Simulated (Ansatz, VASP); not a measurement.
**Ti2NbC3: VASP beside Ansatz**

```
CELL_PARAMETERS angstrom
-2.13430 2.13430 4.22823
2.13430 -2.13430 4.22823
2.13430 2.13430 -4.22823
ATOMIC_POSITIONS crystal
Ti 0.25000 0.75000 0.50000
Ti 0.75000 0.25000 0.50000
Nb 0.00000 0.00000 0.00000
C 0.50000 0.00000 0.50000
C 0.00000 0.50000 0.50000
C 0.50000 0.50000 0.00000
```

Alike in both runs: task single point; functional PBE; k mesh 6 × 6 × 6; occupations gaussian, width 0.1 eV; collinear spin.

```csv
,VASP,Ansatz
version,VASP 6.6.1,Ansatz 0.2.0
potentials or method,"VASP PAW PBE potentials, release 64 (Ti_sv, Nb_sv, C), cutoff 520 eV","scalar-relativistic, plane waves, PAW"
valence electrons in the cell,49,49
```

Ansatz gave:

| Item | Value |
| --- | --- |
| gap on the k mesh at the Fermi level (eV) | none |
| pressure (GPa) | 0.0 |
| traceless stress, the component that is largest in VASP (GPa) | -4.23 |
| net moment per atom (μB) | 0.00 |

Question: Which values does VASP return?

Answer: gap on the k mesh at the Fermi level (eV): none; pressure (GPa): -0.1; traceless stress, the component that is largest in VASP (GPa): -3.94; net moment per atom (μB): 0.00.

A gap of «none» marks a metal or a gap that the smearing closes. Ansatz's warnings: seeded moment not kept.
